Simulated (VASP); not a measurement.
Set up this calculation in VASP 6.6.1, as the native input.

| Item | Value |
| --- | --- |
| Task | electric field gradients |
| Functional | LDA |
| Potentials or basis | VASP PAW LDA potentials, release 64 (Ti_sv, B) |
| Cutoff | 520 eV |
| k mesh | 13 × 13 × 13 |
| Occupations | fermi-dirac, width 0.05 eV |
| Spin | no spin polarisation |
| Dipole correction | no |
| Further INCAR settings | ALGO = Normal; EDIFF = 1e-08; NBANDS = 14 |

The structure of TiB lies in POSCAR:

```
TiB
1.0
    0.0000000000      2.1010000000      2.0799900000
    2.1010000000      0.0000000000      2.0799900000
    2.1010000000      2.1010000000      0.0000000000
Ti B
1 1
Direct
    0.7500000000      0.7500000000      0.7500000000
    0.0000000000      0.0000000000      0.0000000000
```

This cell differs from its parent crystal: zz strain of -1 %.

The input as run:

INCAR

```
  PREC = Accurate
  ENCUT = 520
  EDIFF = 1E-8
  ISMEAR = -1
  SIGMA = 0.05
  LREAL = False
  LASPH = True
  NELM = 80
  ALGO = Normal
  ISIF = 2
  LWAVE = False
  LCHARG = False
  GGA = CA
  LEFG = True
  NBANDS = 14
```

KPOINTS

```
Automatic mesh
0
Gamma
  13 13 13
```

Potentials or basis: VASP PAW LDA potentials, release 64 (Ti_sv, B).

Launch:

```console
$ cat potpaw_LDA.64/Ti_sv/POTCAR potpaw_LDA.64/B/POTCAR > POTCAR
$ mpirun -np 1 vasp_std > vasp.out
```

Results of the run:

The pressure is 109.7 GPa.

Caveat: the cell differs from its parent crystal (zz strain of -1 %); without QUAD_EFG the Cq values of the log hold for a quadrupole moment of 1 mb, not for the nuclei.

It took 38 s on 1 thread of Intel(R) Xeon(R) Platinum 8488C (Sapphire Rapids), with other jobs on the host, peak memory 0.17 GiB.
